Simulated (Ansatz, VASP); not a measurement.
## Ga in VASP and in Ansatz

```
CELL_PARAMETERS angstrom
2.25535 -3.82240 0.00000
2.25535 3.82240 0.00000
0.00000 0.00000 4.51670
ATOMIC_POSITIONS crystal
Ga 0.15250 0.84750 0.07850
Ga 0.65250 0.34750 0.42150
Ga 0.84750 0.15250 0.92150
Ga 0.34750 0.65250 0.57850
```

Alike in both runs: task single point; functional PBE; k mesh 6 × 6 × 4; occupations gaussian, width 0.1 eV; no spin polarisation.

```csv
,VASP,Ansatz
version,VASP 6.6.1,Ansatz 0.2.0
potentials or method,"VASP PAW PBE potentials, release 64 (Ga_d), cutoff 520 eV","scalar-relativistic, plane waves, PAW"
valence electrons in the cell,52,52
```

```tsv
	VASP	Ansatz	Ansatz less VASP
gap on the k mesh at the Fermi level (eV)	none	none	-
pressure (GPa)	2.5	2.4	-0.13
traceless stress, the component that is largest in VASP (GPa)	1.67	1.65	-0.022
rms of the force components (eV/Å)	0.264	0.264	+0.0002
```

Atom by atom the forces differ by 0.000 eV/Å (rms over components). A gap of «none» marks a metal or a gap that the smearing closes. The functional is the same, so the differences come from potentials, cutoffs and numerics.
